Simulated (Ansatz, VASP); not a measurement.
## Two plane-wave programs on Na3Ti2O

```
CELL_PARAMETERS angstrom
2.79987 0.00000 0.00000
0.00000 2.79987 0.00000
0.00000 0.00000 14.74715
ATOMIC_POSITIONS crystal
Na 0.50000 0.50000 0.08569
Na 0.50000 0.50000 0.50000
Na 0.50000 0.50000 0.91431
Ti 0.00000 0.00000 0.30104
Ti 0.00000 0.00000 0.69896
O 0.00000 0.00000 0.00000
```

Change from the starting cell: species swapped into the Al3Ni2Pt type (P4/mmm, No. 123).

Alike in both runs: functional PBE; k mesh 6 × 6 × 2; occupations gaussian, width 0.1 eV; collinear spin.

Ansatz relaxed the structure, and its values are those at the end. VASP's run is a single point on that final structure, the one shown.

|  | VASP | Ansatz |
| --- | --- | --- |
| version | VASP 6.6.1 | Ansatz 0.2.0 |
| potentials or method | VASP PAW PBE potentials, release 64 (Na_pv, Ti_sv, O), cutoff 520 eV | scalar-relativistic, plane waves, PAW |
| valence electrons in the cell | 51 | 57 |

|  | VASP | Ansatz | Ansatz less VASP |
| --- | --- | --- | --- |
| gap on the k mesh at the Fermi level (eV) | none | none | - |
| pressure (GPa) | 0.0 | 0.0 | +0.07 |
| rms of the force components (eV/Å) | 0.009 | 0.003 | -0.0056 |
| net moment per atom (μB) | 0.46 | 0.49 | +0.029 |
| size of the moment on the site where the two differ most (μB) | 0.28 | 0.51 | +0.227 |

Site moments also hang on the region over which each program counts them. A gap of «none» marks a metal or a gap that the smearing closes. With one functional, cell and mesh, what is left measures potentials, basis and numerics. VASP's potentials hold 51 valence electrons a cell and Ansatz's 57, so a difference there can come from the potentials and not from the codes. Ansatz's warnings: cell relax basis refresh.

The k mesh is coarse, so the values compare programs but aren't converged.
